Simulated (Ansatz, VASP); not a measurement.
C: VASP beside Ansatz

```
C
1.0
     2.48962    0.00000    0.00000
    -1.24481    2.15608    0.00000
     0.00000    0.00000    8.21427
C
8
Direct
  0.00000 0.00000 0.09148
  0.00000 0.00000 0.59148
  0.00000 0.00000 0.40852
  0.00000 0.00000 0.90852
  0.33333 0.66667 0.15668
  0.66667 0.33333 0.65668
  0.33333 0.66667 0.34332
  0.66667 0.33333 0.84332
```

Change from the starting cell: mode 21 frozen in at -0.012 Å, strain +e along z and -e/2 along x and y +0.0000.

Alike in both runs: task single point; functional LDA; k mesh 12 × 12 × 4; occupations gaussian, width 0.05 eV; no spin polarisation.

|  | VASP | Ansatz |
| --- | --- | --- |
| version | VASP 6.6.1 | Ansatz 0.2.0 |
| potentials or method | VASP PAW LDA potentials, release 64 (C), cutoff 520 eV | scalar-relativistic, plane waves, PAW |
| valence electrons in the cell | 32 | 32 |

|  | VASP | Ansatz | Ansatz less VASP |
| --- | --- | --- | --- |
| gap on the k mesh at the Fermi level (eV) | 4.40 | 4.41 | +0.012 |
| least direct gap on the mesh (eV) | 4.98 | 4.98 | +0.001 |
| pressure (GPa) | 1.7 | 0.0 | -1.72 |
| traceless stress, the component that is largest in VASP (GPa) | 1.31 | 1.20 | -0.105 |
| rms of the force components (eV/Å) | 0.492 | 0.490 | -0.0012 |

Ansatz warns that its potentials were made for another functional, while VASP's fit it. LDA's correlation is that of Perdew and Zunger in VASP and of Perdew and Wang (1992) in Ansatz. Atom by atom the forces differ by 0.002 eV/Å (rms over components).
